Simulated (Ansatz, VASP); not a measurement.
**One calculation of Al, two programs**

File INCAR:

```
SYSTEM = Al
  PREC = Accurate
  ENCUT = 520
  EDIFF = 1E-6
  ISMEAR = 0
  SIGMA = 0.15
  LREAL = .FALSE.
  LASPH = .TRUE.
  NELM = 80
  ALGO = Fast
  ISIF = 2
  LWAVE = .FALSE.
  LCHARG = .FALSE.
  GGA = PS
  NBANDS = 22
```

Contents of KPOINTS:

```
regular mesh
0
G
  14 14 14
  0 0 0
```

The input POSCAR:

```
Al
1.0
    3.2128780077     -3.2128780077     -3.2128780077
   -3.2128780077      3.2128780077     -3.2128780077
    3.2128780077      3.2128780077      3.2128780077
Al
8
Direct
    0.5490214691      0.5000000000      0.0490214691
    0.5000000000      0.0000000000      0.0000000000
    0.0000000000      0.5000000000      0.0000000000
    0.0000000000      0.0000000000      0.0000000000
    0.5000000000      0.5000000000      0.5000000000
    0.5000000000      0.0000000000      0.5000000000
    0.0000000000      0.5000000000      0.5000000000
    0.0000000000      0.0000000000      0.5000000000
```

Input for Ansatz:

```yaml
crystal:
  lattice:
    - [3.2128780077, -3.2128780077, -3.2128780077]
    - [-3.2128780077, 3.2128780077, -3.2128780077]
    - [3.2128780077, 3.2128780077, 3.2128780077]
  atoms:
    - { symbol: Al, position: [0.5490214691, 0.5, 0.0490214691] }
    - { symbol: Al, position: [0.5, 0.0, 0.0] }
    - { symbol: Al, position: [0.0, 0.5, 0.0] }
    - { symbol: Al, position: [0.0, 0.0, 0.0] }
    - { symbol: Al, position: [0.5, 0.5, 0.5] }
    - { symbol: Al, position: [0.5, 0.0, 0.5] }
    - { symbol: Al, position: [0.0, 0.5, 0.5] }
    - { symbol: Al, position: [0.0, 0.0, 0.5] }
basis:
  ecutwfc: 420
kpoints:
  mp_grid: { grid: [14, 14, 14] }
hamiltonian:
  xc: pbesol
scf:
  occupations: { method: gaussian, width: 0.15 }
output:
  forces: true
  stress: true
  eigenvalues: true
```

Alike in both runs: task single point; functional PBEsol; k mesh 14 × 14 × 14; occupations gaussian, width 0.15 eV; no spin polarisation.

|  | VASP | Ansatz |
| --- | --- | --- |
| version | VASP 6.6.1 | Ansatz 0.2.0 |
| potentials or method | VASP PAW PBE potentials, release 64 (Al), cutoff 520 eV | scalar-relativistic, plane waves, PAW |
| valence electrons in the cell | 24 | 24 |

Ansatz gave:

- gap on the k mesh at the Fermi level (eV): none
- pressure (GPa): 0.8
- traceless stress, the component that is largest in VASP (GPa): -0.49
- rms of the force components (eV/Å): 0.399

Which values does VASP return?

gap on the k mesh at the Fermi level (eV): none; pressure (GPa): 0.9; traceless stress, the component that is largest in VASP (GPa): -0.49; rms of the force components (eV/Å): 0.401.

VASP's potentials were made for PBE, not for PBEsol. Atom by atom the forces differ by 0.002 eV/Å (rms over components). A gap of «none» marks a metal or a gap that the smearing closes.
